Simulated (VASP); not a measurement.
# Si3N in VASP: notebook, part 2 of 2

VASP 6.6.1. The steps go on from the part before.

## Step 4: Single point, PBE+D3(BJ)

Input file INCAR:

```
SYSTEM = Si3N
PREC = Accurate
ENCUT = 520
EDIFF = 1E-7
ISMEAR = 0
SIGMA = 0.05
LREAL = .FALSE.
LASPH = .TRUE.
NELM = 80
ALGO = Normal
ISIF = 2
LWAVE = .FALSE.
LCHARG = .TRUE.
LDIPOL = .TRUE.
IDIPOL = 3
DIPOL = 0.5 0.5 0.328
GGA = PE
IVDW = 12
LELF = .TRUE.
LVHAR = .TRUE.
LVACPOTAV = .TRUE.
NBANDS = 27
```

Input file KPOINTS:

```
Automatic mesh
0
G
  7 5 1
  0 0 0
```

Input file POSCAR:

```
Si3N
1.0
    3.8333442755      0.0000000000      0.0000000000
    0.0000000000      5.4211674636      0.0000000000
    0.0000000000      0.0000000000     22.4877586337
Si N
6 2
Direct
    0.5000000000      0.0000000000      0.1778745523
    0.0000000000      0.2500000000      0.1778745523
    0.0000000000      0.5038839981      0.2608672216
    0.5000000000      0.7461160019      0.2608672216
    0.5000000000      0.0086033066      0.3418641564
    0.0000000000      0.2413966934      0.3418641564
    1.0000000000      0.5086033066      0.5063981173
    1.0000000000      0.5086033066      0.5553136192
```

Potentials or basis: VASP PAW PBE potentials, release 64 (Si, N).

Run with:

```console
> cat potpaw_PBE.64/Si/POTCAR potpaw_PBE.64/N/POTCAR > POTCAR
> mpirun -np 1 vasp_std > vasp.out
```

OUTCAR:

```text
SYSTEM = Si3N
   PREC = Accurate
   ENCUT = 520
   EDIFF = 1E-7
   ISMEAR = 0
   LREAL = .FALSE.
   LASPH = .TRUE.
   NELM = 80
   ISIF = 2
   GGA = PE
   IVDW = 12
 IVDW          = 12

 ion  position               nearest neighbor table
   1  0.500  0.000  0.178-   4 2.32   2 2.35   2 2.35
   2  0.000  0.250  0.178-   3 2.32   1 2.35   1 2.35
   3  0.000  0.504  0.261-   6 2.31   2 2.32   4 2.32   4 2.32
   4  0.500  0.746  0.261-   5 2.31   1 2.32   3 2.32   3 2.32
   5  0.500  0.009  0.342-   6 2.29   6 2.29   4 2.31
   6  0.000  0.241  0.342-   5 2.29   5 2.29   3 2.31
   7  0.000  0.509  0.506-   8 1.10
   8  0.000  0.509  0.555-   7 1.10

  LATTYP: Found a simple orthorhombic cell.
 ALAT       =     3.8333442755
 B/A-ratio  =     1.4142135624
 C/A-ratio  =     5.8663550721

  Lattice vectors:

 A1 = (   3.8333442755,   0.0000000000,   0.0000000000)
 A2 = (   0.0000000000,   5.4211674636,   0.0000000000)
 A3 = (   0.0000000000,   0.0000000000,  22.4877586337)

Analysis of symmetry for initial positions (statically):
=====================================================================
 Subroutine PRICEL returns:
 Original cell was already a primitive cell.

 Routine SETGRP: Setting up the symmetry group for a
 simple orthorhombic supercell.

 Subroutine GETGRP returns: Found  2 space group operations
 (whereof  2 operations were pure point group operations)
 out of a pool of  8 trial point group operations.

The static configuration has the point symmetry C_1h.

Analysis of symmetry for dynamics (positions and initial velocities):
=====================================================================
 Subroutine PRICEL returns:
 Original cell was already a primitive cell.

 Routine SETGRP: Setting up the symmetry group for a
 simple orthorhombic supercell.

 Subroutine GETGRP returns: Found  2 space group operations
 (whereof  2 operations were pure point group operations)
 out of a pool of  8 trial point group operations.

The dynamic configuration has the point symmetry C_1h.

 Subroutine INISYM returns: Found  2 space group operations
 (whereof  2 operations are pure point group operations),
 and found     1 'primitive' translations

----------------------------------------------------------------------------------------

                                     Primitive cell

  volume of cell :     467.3226

  direct lattice vectors                    reciprocal lattice vectors
     3.833344276  0.000000000  0.000000000     0.260868821  0.000000000  0.000000000
     0.000000000  5.421167464  0.000000000     0.000000000  0.184462112  0.000000000
     0.000000000  0.000000000 22.487758634     0.000000000  0.000000000  0.044468638

  length of vectors
     3.833344276  5.421167464 22.487758634     0.260868821  0.184462112  0.044468638

[... 53 lines left out ...]
  0.000000  0.200000  0.000000      2.000000
  0.142857  0.200000  0.000000      4.000000
  0.285714  0.200000  0.000000      4.000000
  0.428571  0.200000  0.000000      4.000000
  0.000000  0.400000  0.000000      2.000000
  0.142857  0.400000  0.000000      4.000000
  0.285714  0.400000  0.000000      4.000000
  0.428571  0.400000  0.000000      4.000000
   k-points           NKPTS =     12   k-points in BZ     NKDIM =     12   number of bands    NBANDS=     27
   number of dos      NEDOS =    301   number of ions     NIONS =      8
   total plane-waves  NPLWV = 201600
   dimension x,y,z NGX =    30 NGY =   40 NGZ =  168
   dimension x,y,z NGXF=    60 NGYF=   80 NGZF=  336
   ions per type =               6   2
   NGX,Y,Z   is equivalent  to a cutoff of  13.01, 12.27, 12.42 a.u.
   NGXF,Y,Z  is equivalent  to a cutoff of  26.02, 24.53, 24.84 a.u.
 SYSTEM =  Si3N
   PREC   = accura    normal or accurate (medium, high low for compatibility)
   ISTART =      0    job   : 0-new  1-cont  2-samecut
   ICHARG =      2    charge: 1-file 2-atom 10-const
   ISPIN  =      1    spin polarized calculation?
   LNONCOLLINEAR =      F non collinear calculations
   LSORBIT =      F    spin-orbit coupling
   LASPH  =      T    aspherical Exc in radial PAW
   ENCUT  =  520.0 eV  38.22 Ry    6.18 a.u.   7.13 10.08 41.81*2*pi/ulx,y,z
   NELM   =     80;   NELMIN=  2; NELMDL= -5     # of ELM steps
   EDIFF  = 0.1E-06   stopping-criterion for ELM
   LREAL  =      F    real-space projection
   EDIFFG = 0.1E-05   stopping-criterion for IOM
   NSW    =      0    number of steps for IOM
   IBRION =     -1    ionic relax: 0-MD 1-quasi-New 2-CG
   NFREE  =      0    steps in history (QN), initial steepest desc. (CG)
   ISIF   =      2    stress and relaxation
   ISYM   =      2    0-nonsym 1-usesym 2-fastsym
   POTIM  = 0.5000    time-step for ionic-motion
   TEBEG  =    0.0;   TEEND  =   0.0 temperature during run
   PSTRESS=    0.0 pullay stress
   NELECT =      34.0000    total number of electrons
   NUPDOWN=      -1.0000    fix difference up-down
   EMIN   =  10.00;   EMAX   =-10.00  energy-range for DOS
   EFERMI =   0.00;   METHOD = LEGACY
   ISMEAR =     0;   SIGMA  =   0.05  broadening in eV -4-tet -1-fermi 0-gaus
   EFERMI_NEDOS =   21; number of points for ismear=-14 and -15
   IALGO  =     38    algorithm
   IMIX   =      4    mixing-type and parameters
     AMIX     =   0.40;   BMIX     =  1.00
     AMIX_MAG =   1.60;   BMIX_MAG =  1.00
  volume/ion in A,a.u.               =      58.42       394.21
  Fermi-wavevector in a.u.,A,eV,Ry     =   0.683432  1.291500  6.355006  0.467080
  Thomas-Fermi vector in A             =   1.762794
   LORBIT       =      0    0 simple, 1 ext, 2 COOP (PROOUT), +10 PAW based schemes
   GGA     = PE    functional components
   LHFCALC =     F    Hartree Fock is set to
   AEXX    =    0.0000 exact exchange contribution
   IVDW    =    12    specifies the selected vdW correction
   LEPSILON=     F    determine dielectric tensor
   LRPA    =     F    only Hartree local field effects (RPA)
 non-spin polarized calculation
 Gauss-broadening in eV      SIGMA  =   0.05
  energy-cutoff  :      520.00
  volume of cell :      467.32
 maximum number of plane-waves:     12627
 NGX is ok and might be reduce to    30
   NGX = 15   NGY = 21   NGZ = 83

 dipolmoment           0.000000      0.000000      0.000012 electrons x Angstroem

 number of electron      34.0000001 magnetization

 dipolmoment           0.000000      0.000000     -0.005443 electrons x Angstroem

 Free energy of the ion-electron system (eV)
  ---------------------------------------------------
  ext. energy  EPLUGINS =         0.00000000
  ---------------------------------------------------
  free energy    TOTEN  =       -45.02708503 eV

  energy without entropy =      -45.02042943  energy(sigma->0) =      -45.02375723

 E-fermi :  -1.7230     XC(G=0):  -3.8649

 val. band max:       -1.7421407120   @ k =   0.2857   0.2000   0.0000
 cond. band min:      -1.7082536893   @ k =   0.2857   0.4000   0.0000
 fundamental gap:      0.0338870228
 Fermi energy:        -1.7230170341

 k-point     1 :       0.0000    0.0000    0.0000
  band No.  band energies     occupation
      1     -25.5705      2.00000
      2     -13.1379      2.00000
      3     -11.2870      2.00000
      4     -10.6549      2.00000
      5      -9.8344      2.00000
      6      -8.8274      2.00000
[... 349 lines left out ...]
     26       2.7157      0.00000
     27       3.1970      0.00000

------------------------ aborting loop because EDIFF is reached ----------------------------------------

 Edisp (eV)   -1.60263

 E8    (eV) :    -0.6816

  FORCE on cell =-STRESS in cart. coord.  units (eV):
  Direction    XX          YY          ZZ          XY          YZ          ZX
  --------------------------------------------------------------------------------------
  -------------------------------------------------------------------------------------
  Total       0.11489     0.15799     2.53862     0.00000    -0.00091     0.00000
  in kB       0.39390     0.54164     8.70345     0.00000    -0.00311     0.00000
  external pressure =        3.21 kB  Pullay stress =        0.00 kB

 VOLUME and BASIS-vectors are now :
 -----------------------------------------------------------------------------
  energy-cutoff  :      520.00
  volume of cell :      467.32
      direct lattice vectors                 reciprocal lattice vectors
     3.833344276  0.000000000  0.000000000     0.260868821  0.000000000  0.000000000
     0.000000000  5.421167464  0.000000000     0.000000000  0.184462112  0.000000000
     0.000000000  0.000000000 22.487758634     0.000000000  0.000000000  0.044468638

 POSITION                                       TOTAL-FORCE (eV/Angst)
 -----------------------------------------------------------------------------------
      1.91667      0.00000      4.00000         0.000000      0.554977     -0.053794
      0.00000      1.35529      4.00000         0.000000     -0.554454     -0.055140
      0.00000      2.73164      5.86632         0.000000     -0.078905      0.004555
      1.91667      4.04482      5.86632         0.000000      0.084734      0.001058
      1.91667      0.04664      7.68776         0.000000      0.001221      0.081215
      0.00000      1.30865      7.68776         0.000000     -0.012032      0.043287
      0.00000      2.75722     11.38776         0.000000      0.008027     -2.139422
      0.00000      2.75722     12.48776         0.000000     -0.003567      2.118241
 -----------------------------------------------------------------------------------
    total drift:                                0.000000      0.000227     -0.000619

  FREE ENERGIE OF THE ION-ELECTRON SYSTEM (eV)
  ---------------------------------------------------
  free  energy   TOTEN  =       -46.6297100582 eV

  energy  without entropy=      -46.6230544645  energy(sigma->0) =      -46.62638226

 vacuum level on the upper side and lower side of the slab         3.070         3.117
```

It took 2.2 min on 1 thread of Intel Xeon 6975P-C (Granite Rapids), shared host; peak memory 0.54 GiB.

What came out:

```yaml
Free_energy: -46.6297 eV
Largest_force: 2.139 eV/Å
Band_gap_on_the_k_mesh: zero (band 17 reaches -1.54 eV, above the bottom of band 18 at -1.82 eV)
Dispersion_energy_per_atom: -0.200 eV
```

Forces on the atoms (eV/Å):
```
Si   0.000  0.555 -0.054
Si   0.000 -0.554 -0.055
Si   0.000 -0.079  0.005
Si   0.000  0.085  0.001
Si   0.000  0.001  0.081
Si   0.000 -0.012  0.043
N    0.000  0.008 -2.139
N    0.000 -0.004  2.118
```

Levels at points of the mesh, in eV from the Fermi level:
```
           k point  band 15  band 16  band 17  band 18  band 19  band 20
(0.00, 0.00, 0.00)    -0.71    -0.41    -0.30     0.27     1.19     2.08
```

Caveat: the standard files for N, O and F lose accuracy on very short bonds.
